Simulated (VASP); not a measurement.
Here is a VASP 6.6.1 calculation.

Contents of POSCAR:

```
Na
1.0
   12.5000000000      0.0000000000      0.0000000000
    0.0000000000      9.3000000000      0.0000000000
    0.0000000000      0.0000000000      6.8822937204
Na
4
Direct
    0.3626033976      0.5000000000      0.0000000000
    0.3626033976      0.5000000000      0.5000000000
    0.6373966024      0.5000000000      0.0000000000
    0.6373966024      0.5000000000      0.5000000000
```

File INCAR.step1:

```
SYSTEM = Na
ALGO = Normal
EDIFF = 1E-4
ENCUT = 520
GGA = PE
ISMEAR = 0
ISPIN = 2
LASPH = .True.
LCHARG = .False.
LREAL = .False.
LWAVE = .True.
MAGMOM = 0.5 0.5 0.5 0.5
NBANDS = 26
NELM = 150
PREC = Accurate
SIGMA = 0.05
```

INCAR.step2

```
SYSTEM = Na
ALGO = Normal
EDIFF = 1E-7
ENCUT = 520
ISIF = 2
ISMEAR = 0
ISPIN = 2
ISTART = 1
LASPH = .True.
LCHARG = .True.
LELF = .True.
LMIXTAU = .True.
LORBIT = 11
LREAL = .False.
LVHAR = .True.
LWAVE = .False.
MAGMOM = 0.5 0.5 0.5 0.5
METAGGA = R2SCAN
NBANDS = 26
NELM = 150
PREC = Accurate
SIGMA = 0.05
```

Contents of KPOINTS:

```
k-points
0
Gamma
  1 1 10
  0 0 0
```

Potentials or basis: VASP PAW PBE potentials, release 64 (Na_pv).

Command:

```bash
$ cat potpaw_PBE.64/Na_pv/POTCAR > POTCAR
$ cp INCAR.step1 INCAR
$ mpirun -np 1 vasp_std > vasp.out
$ cp INCAR.step2 INCAR
$ mpirun -np 1 vasp_std > vasp.out
```

Problem. Estimate the net moment.

Solution. 0.40 μB per cell.

Caveat: a moment this small can come from the mesh or the smearing.
